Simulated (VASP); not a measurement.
# SnSe2: relaxation of shape and atoms at fixed volume with PBE

SnSe2:

```
Sn Se
1.0
     3.83265    0.00000    0.00000
    -1.91633    3.31918    0.00000
     0.00000    0.00000    6.91728
Sn Se
1 2
Direct
  0.00000 0.00000 0.00000
  0.33333 0.66667 0.22815
  0.66667 0.33333 0.77185
```

```yaml
Program: VASP 6.6.1
Task: relaxation of shape and atoms at fixed volume
Functional: PBE
Potentials_or_basis: VASP PAW PBE potentials, release 64 (Sn_d, Se)
Cutoff: 600 eV
k_mesh: 12 × 12 × 4
Occupations: gaussian, width 0.02 eV
Spin: no spin polarisation
Dipole_correction: no
Further_INCAR_settings: ALGO = Normal; EDIFF = 1e-06; IBRION = 2; EDIFFG = -0.01; NSW = 50; ISIF = 4
```

The energy gained by relaxing is 4.8 meV/atom, the ionic steps are 5 and the pressure after relaxing is 0.1 GPa. The largest force after relaxing is 0.007 eV/Å. The band gap on the k mesh is 0.68 eV (least direct gap 1.10 eV).

Forces on the atoms (eV/Å):
```
Sn   0.000  0.000  0.000
Se   0.000  0.000 -0.007
Se   0.000  0.000  0.007
```

Stress tensor (GPa, compression positive):
```
0.15 0.00 0.00
0.00 0.15 0.00
0.00 0.00 0.08
```

The path:
| step | energy change (eV) | largest force (eV/Å) | pressure (GPa) | volume (Å³) |
| --- | --- | --- | --- | --- |
| 1 | 0.0000 | 0.2865 | 1.79 | 88.00 |
| 2 | -0.0062 | 0.1590 | 1.34 | 88.00 |
| 3 | -0.0094 | 0.0242 | 0.68 | 88.00 |
| 4 | -0.0130 | 0.0148 | 0.40 | 88.00 |
| 5 | -0.0143 | 0.0067 | 0.13 | 88.00 |

Final structure:
```
Sn Se
1.0
     3.86910    0.00000    0.00000
    -1.93455    3.35074    0.00000
     0.00000    0.00000    6.78757
Sn Se
1 2
Direct
  0.00000 0.00000 0.00000
  0.33333 0.66667 0.23531
  0.66667 0.33333 0.76469
```

Levels at points of the mesh, in eV from the valence-band top:
```csv
k point,band 9,band 10,band 11,band 12,band 13,band 14,band 15,band 16,band 17
"(0.00, 0.00, 0.00)",-0.47,-0.47,-0.42,-0.14,-0.14,1.04,3.09,4.59,4.59
"(0.50, 0.00, 0.00)",-4.15,-2.46,-2.20,-0.87,-0.26,0.97,3.85,5.49,5.63
"(0.00, 0.00, 0.50)",-1.63,-0.50,-0.50,-0.08,-0.08,2.07,3.00,4.49,4.49
"(0.50, 0.00, 0.50)",-4.34,-2.13,-2.01,-0.65,-0.42,0.68,4.21,4.84,5.76
```

Wall time 6.2 min on 1 thread of Intel Xeon 8259CL (shared host), peak memory 0.32 GiB.

Caveat: spin-orbit coupling is left out, which moves the levels of the heavy elements; this functional lacks dispersion, which binds the layers, so the pressure and a relaxed spacing across them are unreliable. A k mesh can miss the band edges.
